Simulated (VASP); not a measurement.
Write the native input for VASP 6.6.1 that does the following.

| Property | Result |
| --- | --- |
| Task | single point |
| Functional | PBE |
| Potentials or basis | VASP PAW PBE potentials, release 64 (Fe, O) |
| Cutoff | 520 eV |
| k mesh | 12 × 12 × 12 |
| Occupations | gaussian, width 0.02 eV |
| Spin | collinear spin, ferromagnetic start |
| Starting moments | [3.9, 0.17] μB |
| Hubbard terms | Fe d U = 5.3 eV |
| Dipole correction | no |
| Further INCAR settings | ALGO = Normal; EDIFF = 1e-06; NBANDS = 18 |

The structure of FeO lies in POSCAR:

```
FeO
1.0
    1.5845266723      0.9148269008      2.4827937714
   -1.5845266723      0.9148269008      2.4827937714
    0.0000000000     -1.8296538016      2.4827937714
Fe O
1 1
Direct
    0.0000000000      0.0000000000      0.0000000000
    0.5000000000      0.5000000000      0.5000000000
```

One way to write it, as run:

INCAR

```
PREC = Accurate ; ENCUT = 520
EDIFF = 1E-6 ; ISMEAR = 0
SIGMA = 0.02 ; LREAL = F
LASPH = T ; NELM = 150
ALGO = Normal ; ISIF = 2
LWAVE = F ; LCHARG = F
ISPIN = 2 ; MAGMOM = 3.9 0.17
LORBIT = 11 ; LMAXMIX = 4
LDAU = T ; LDAUTYPE = 2
LDAUL = 2 -1 ; LDAUU = 5.3 0
LDAUJ = 0 0 ; LDAUPRINT = 1
GGA = PE ; NBANDS = 18
```

KPOINTS

```
Automatic mesh
0
Gamma
  12 12 12
```

Potentials or basis: VASP PAW PBE potentials, release 64 (Fe, O).

The run is started by

```console
$ cat potpaw_PBE.64/Fe/POTCAR potpaw_PBE.64/O/POTCAR > POTCAR
$ mpirun -np 1 vasp_std > vasp.out
```

Results of the run:

The pressure is -9.4 GPa and the band gap on the k mesh is zero (filled and empty bands overlap). The net moment is 4.00 μB per cell, the site moments are Fe +3.85; O +0.16 μB and the valence electrons inside the program's atomic spheres are Fe 6.65; O 4.98.

Caveat: a cell with one magnetic atom can't hold antiferromagnetic order, which such compounds often take.

It took 54 s on 1 thread of Intel(R) Xeon(R) 6975P-C (Granite Rapids) (shared host), peak memory 0.23 GiB.
